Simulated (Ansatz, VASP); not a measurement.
**CoO in VASP and in Ansatz**

INCAR

```
SYSTEM = CoO
ALGO = Normal
EDIFF = 1E-6
ENCUT = 520
ISIF = 2
ISMEAR = 0
ISPIN = 2
LASPH = .True.
LCHARG = .False.
LMAXMIX = 4
LORBIT = 11
LREAL = .False.
LWAVE = .False.
MAGMOM = 3.2 3.2 0 0
NBANDS = 27
NELM = 150
PREC = Accurate
SIGMA = 0.05
```

File KPOINTS:

```
k-points
0
Gamma
  10 10 10
  0 0 0
```

POSCAR

```
CoO
1.0
    1.6022198400      0.9250420600      5.1329417800
   -1.6022198400      0.9250420600      5.1329417800
    0.0000000000     -1.8500841100      5.1329417800
Co O
2 2
Direct
    0.9994877300      0.9994877300      0.9994877300
    0.4994905900      0.4994905900      0.4994905900
    0.3754955300      0.3754955300      0.3754955300
    0.8755255000      0.8755255000      0.8755255000
```

Input for Ansatz:

```yaml
crystal:
  lattice:
    - [1.60221984, 0.92504206, 5.13294178]
    - [-1.60221984, 0.92504206, 5.13294178]
    - [0.0, -1.85008411, 5.13294178]
  atoms:
    - { symbol: Co, position: [0.99948773, 0.99948773, 0.99948773] }
    - { symbol: Co, position: [0.49949059, 0.49949059, 0.49949059] }
    - { symbol: O, position: [0.37549553, 0.37549553, 0.37549553] }
    - { symbol: O, position: [0.8755255, 0.8755255, 0.8755255] }
kpoints:
  mp_grid:
    grid: [10, 10, 10]
    shift: [0.0, 0.0, 0.0]
hamiltonian:
  xc: lda
  pseudopotentials:
    kind: all_electron
    lapw:
      basis_error: 0.0005
magnetization:
  spin_polarized: true
  per_species:
    Co: 3.2
scf:
  lower_state_search: standard
  occupations:
    method: gaussian
    width: 0.05
output:
  eigenvalues: true
```

Alike in both runs: task single point; functional LDA; k mesh 10 × 10 × 10; occupations gaussian, width 0.05 eV; collinear spin.

|  | VASP | Ansatz |
| --- | --- | --- |
| version | VASP 6.6.1 | Ansatz 0.2.0 |
| potentials or method | VASP PAW LDA potentials, release 64 (Co, O), cutoff 520 eV | all-electron (LAPW or listed datasets) |

Ansatz gave:

| Item | Value |
| --- | --- |
| gap on the k mesh at the Fermi level (eV) | none |
| net moment per atom (μB) | 0.00 |
| size of the moment on the site where the two differ most (μB) | 0.15 |

Task: Which values does VASP return?

Result: gap on the k mesh at the Fermi level (eV): none; net moment per atom (μB): 1.21; size of the moment on the site where the two differ most (μB): 0.25.

The net moments are unlike, so the other rows may belong to different states. LDA's correlation is that of Perdew and Zunger in VASP and of Perdew and Wang (1992) in Ansatz. Site moments also hang on the region over which each program counts them. A gap of «none» marks a metal or a gap that the smearing closes. Ansatz ran all-electron here, and VASP with PAW potentials. Ansatz's warnings: given moment on shells, seeded moment not kept.
